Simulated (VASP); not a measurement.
Ge:

```xyz
4
Lattice="1.8687 -6.1259 0.0000 1.8687 6.1259 0.0000 0.0000 0.0000 3.8874" Properties=species:S:1:pos:R:3 pbc="T T T"
Ge    1.8687    4.9739    1.9437
Ge    1.8687   -4.9739    1.9437
Ge    1.8687    3.7368    0.0000
Ge    1.8687   -3.7368    0.0000
```

The cell was generated, and may not be a known phase.

* Program: VASP 6.6.1
* Task: relaxation of cell and atoms
* Functional: PBE
* Potentials or basis: VASP PAW PBE potentials, release 64 (Ge_d)
* Cutoff: 600 eV
* k mesh: 6 × 6 × 4
* Occupations: gaussian, width 0.1 eV
* Spin: no spin polarisation

At the start: pressure 13.8 GPa; volume 22.25 Å³/atom.

Problem. How do energy, volume and symmetry change on relaxing?

Solution. Over 14 steps the energy falls by 194.9 meV/atom and the volume is 26.83 Å³/atom (+20.6 %); space group Cmmm (No. 65, to 0.1 Å) before and after.

The path:
```csv
step,energy change (eV),largest force (eV/Å),pressure (GPa),volume (Å³)
1,0.0000,0.8699,13.82,89.00
2,-0.6563,0.3239,-3.14,115.96
3,-0.7624,0.4088,0.03,106.96
4,-0.7624,0.3965,-0.08,107.34
5,-0.7729,0.0786,-0.27,107.59
6,-0.7732,0.0745,-0.27,107.63
7,-0.7772,0.0223,-0.01,107.02
8,-0.7776,0.0739,0.10,106.74
9,-0.7787,0.0631,0.14,106.90
10,-0.7794,0.0561,0.04,107.13
11,-0.7797,0.0319,-0.16,107.38
12,-0.7798,0.0079,-0.09,107.32
13,-0.7798,0.0186,-0.28,107.33
14,-0.7798,0.0083,0.00,107.32
```

Final structure:
```
Ge
1.0
     1.94122   -6.45928    0.00000
     1.94122    6.45928    0.00000
     0.00000    0.00000    4.27954
Ge
4
Direct
  0.09284 0.90716 0.50000
  0.90716 0.09284 0.50000
  0.19027 0.80973 0.00000
  0.80973 0.19027 0.00000
```

Caveat: the k points lie up to 0.37 Å⁻¹ apart in the final cell, too coarse for converged energies and pressures of a metal; the volume moved by over 15 % at a fixed basis, so the end points are rough.
